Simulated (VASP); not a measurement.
Al3Ni2, 5 atoms in the cell. Symmetry: P-3m1, No. 164, trigonal system. Conventional cell: a = 3.803 Å, b = 3.803 Å, c = 4.616 Å, α = 90.00°, β = 90.00°, γ = 120.00°. Within 3.0 Å of Al (site symmetry -3m) lie 6 Ni at 2.30 Å and 6 Al at 2.73 Å. Al (site symmetry 3m) has 5 Ni at 2.30 to 2.39 Å and 6 Al at 2.59 to 2.73 Å within 3.0 Å. Within 3.0 Å of Ni (site symmetry 3m) lie 8 Al at 2.30 to 2.39 Å and 3 Ni at 2.57 Å.  This cell differs from its parent crystal: strain -0.050 along x and y, -0.050 along z.

| Item | Value |
| --- | --- |
| Program | VASP 6.6.1 |
| Task | single point |
| Functional | PBEsol |
| Potentials or basis | VASP PAW PBE potentials, release 64 (Al, Ni) |
| Cutoff | 520 eV |
| k mesh | 12 × 12 × 10 |
| Occupations | gaussian, width 0.15 eV |
| Spin | no spin polarisation |
| Dipole correction | no |
| Further INCAR settings | ALGO = Fast; EDIFF = 1e-07; NBANDS = 22 |

Potentials or basis: VASP PAW PBE potentials, release 64 (Al, Ni).

The run is started by

```bash
$ cat potpaw_PBE.64/Al/POTCAR potpaw_PBE.64/Ni/POTCAR > POTCAR
$ mpirun -np 1 vasp_std > vasp.out
```

Hardware: 1 thread of Intel(R) Xeon(R) 6975P-C (Granite Rapids) (shared host).

**Question.** How long does it take, and how much memory?

**Answer.** It took 100 s on 1 thread of Intel(R) Xeon(R) 6975P-C (Granite Rapids) (shared host), peak memory 0.3 GiB. Counts: scf iterations 20, k points 162.
